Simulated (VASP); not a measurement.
Ta: single point with LDA

Ta:

```
Ta
1.0
     2.90037    0.00000    0.00000
    -1.45019    2.51179    0.00000
     0.00000    0.00000    5.16627
Ta
2
Direct
  0.66667 0.33333 0.75000
  0.33333 0.66667 0.25000
```

This isn't the form of Ta at room conditions, which is bcc.

```json
{
 "Program": "VASP 6.6.1",
 "Task": "single point",
 "Functional": "LDA",
 "Potentials or basis": "VASP PAW LDA potentials, release 64 (Ta_pv)",
 "Cutoff": "500 eV",
 "k mesh": "13 × 13 × 7",
 "Occupations": "fermi-dirac, width 0.1 eV",
 "Spin": "no spin polarisation",
 "Dipole correction": "no",
 "Further INCAR settings": "ALGO = Normal; EDIFF = 1e-06; NBANDS = 18"
}
```

The pressure is -11.0 GPa and the band gap on the k mesh is zero (bands 11 and 12 overlap by 1.67 eV).

Stress tensor (GPa, compression positive):
```
-11.44   0.00   0.00
  0.00 -11.44   0.00
  0.00   0.00 -10.14
```

Levels at points of the mesh, in eV from the Fermi level:
| k point | band 7 | band 8 | band 9 | band 10 | band 11 | band 12 | band 13 | band 14 | band 15 | band 16 |
| --- | --- | --- | --- | --- | --- | --- | --- | --- | --- | --- |
| (0.00, 0.00, 0.00) | -8.07 | -4.85 | -0.58 | 0.05 | 0.57 | 0.57 | 1.13 | 1.13 | 2.91 | 2.91 |

Wall time 18 s on 1 thread of Intel(R) Xeon(R) 6975P-C (Granite Rapids), on a shared host, peak memory 0.16 GiB.

Caveat: the cell stands under tension; spin-orbit coupling is left out, which moves the levels of the heavy elements.
